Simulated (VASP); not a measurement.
Wanted: the native input for a VASP 6.6.1 run.

* Task: single point
* Functional: r2SCAN
* Potentials or basis: VASP PAW PBE potentials, release 64 (K_sv)
* Cutoff: 520 eV
* k mesh: 6 × 6 × 6
* Occupations: fermi-dirac, width 0.05 eV
* Spin: no spin polarisation
* Dipole correction: no
* Further INCAR settings: ALGO = Normal; EDIFF = 1e-06; NBANDS = 10

K:

```
K
1.0
    -2.69756    2.69756    2.69756
     2.69756   -2.69756    2.69756
     2.69756    2.69756   -2.69756
K
1
Direct
  0.00000 0.00000 0.00000
```

The input as run:

POSCAR

```
K
1.0
   -2.6975585167      2.6975585167      2.6975585167
    2.6975585167     -2.6975585167      2.6975585167
    2.6975585167      2.6975585167     -2.6975585167
K
1
Direct
    0.0000000000      0.0000000000      0.0000000000
```

INCAR.step1

```
PREC = Accurate
ENCUT = 520
ISMEAR = -1
SIGMA = 0.05
LREAL = False
LASPH = True
NELM = 80
NBANDS = 10
GGA = PE
ALGO = Normal
EDIFF = 1E-4
LWAVE = True
LCHARG = False
```

INCAR.step2

```
PREC = Accurate
ENCUT = 520
EDIFF = 1E-6
ISMEAR = -1
SIGMA = 0.05
LREAL = False
LASPH = True
NELM = 80
ALGO = Normal
ISIF = 2
LWAVE = False
LCHARG = False
METAGGA = R2SCAN
LMIXTAU = True
NBANDS = 10
ISTART = 1
```

KPOINTS

```
regular mesh
0
Gamma
  6 6 6
```

Potentials or basis: VASP PAW PBE potentials, release 64 (K_sv).

Run with:

```sh
$ cat potpaw_PBE.64/K_sv/POTCAR > POTCAR
$ cp INCAR.step1 INCAR
$ mpirun -np 1 vasp_std > vasp.out
$ cp INCAR.step2 INCAR
$ mpirun -np 1 vasp_std > vasp.out
```

Results of the run:

| Property | Result |
| --- | --- |
| Pressure | -0.1 GPa |

Caveat: the PAW data sets were made with another functional, which shifts forces and pressure a little.

It took 34 s on 1 thread of Intel Xeon 6975P-C (shared host), peak memory 0.21 GiB.
